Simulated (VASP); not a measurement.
BaTiO3:

```
CELL_PARAMETERS angstrom
4.00600 0.00000 0.00000
0.00000 4.00600 0.00000
0.00000 0.00000 4.00600
ATOMIC_POSITIONS crystal
Ba 0.50000 0.50000 0.50000
Ti 0.00000 0.00000 0.00000
O 0.50000 0.00000 0.00000
O 0.00000 0.50000 0.00000
O 0.00000 0.00000 0.50000
```

Base run:

| Item | Value |
| --- | --- |
| Program | VASP 6.6.1 |
| Functional | PBE |
| Potentials or basis | VASP PAW PBE potentials, release 64 (Ba_sv, Ti_sv, O) |
| Cutoff | 520 eV |
| k mesh | 6 × 6 × 6 |
| Occupations | gaussian, width 0.01 eV |
| Spin | no spin polarisation |
| Hubbard terms | Ti d U = 6.0 eV |

Its results: band gap on the k mesh 2.48 eV, indirect (least direct gap 2.69 eV); pressure 8.2 GPa.

Task: The run is repeated on the same cell with these changes: hubbard terms from Ti d U = 6.0 eV to Ti d U = 4.5 eV. What comes out?

Result: Band gap on the k mesh 2.27 eV, indirect (least direct gap 2.47 eV); pressure 6.9 GPa.

Caveats: spin-orbit coupling is left out, which moves the levels of the heavy elements.

A k mesh can miss the band edges.
